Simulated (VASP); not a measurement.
Input of a VASP 6.6.1 run:

File INCAR:

```
PREC = Accurate ; ENCUT = 500
EDIFF = 1E-6 ; ISMEAR = 0
SIGMA = 0.1 ; LREAL = F
LASPH = T ; NELM = 120
ALGO = Normal ; ISIF = 2
LWAVE = F ; LCHARG = F
GGA = PE ; NBANDS = 11
GGA_COMPAT = F
```

Contents of KPOINTS:

```
Automatic mesh
0
Gamma
  6 6 6
```

POSCAR

```
BP
1.0
    0.0000000000      2.2690000000      2.2690000000
    2.2690000000      0.0000000000      2.2690000000
    2.2690000000      2.2690000000      0.0000000000
B P
1 1
Direct
    0.0000000000      0.0000000000      0.0000000000
    0.2500000000      0.2500000000      0.2500000000
```

Potentials or basis: VASP PAW PBE potentials, release 64 (B, P).

The run is started by

```sh
$ cat potpaw_PBE.64/B/POTCAR potpaw_PBE.64/P/POTCAR > POTCAR
$ mpirun -np 1 vasp_std > vasp.out
```

Q: Predict the band gap on the k mesh.

A: 1.33 eV, indirect (least direct gap 3.40 eV).

Q: Predict the pressure.

A: 1.0 GPa.

A k mesh can miss the band edges. As with any semilocal functional, this PBE gap is likely too small.
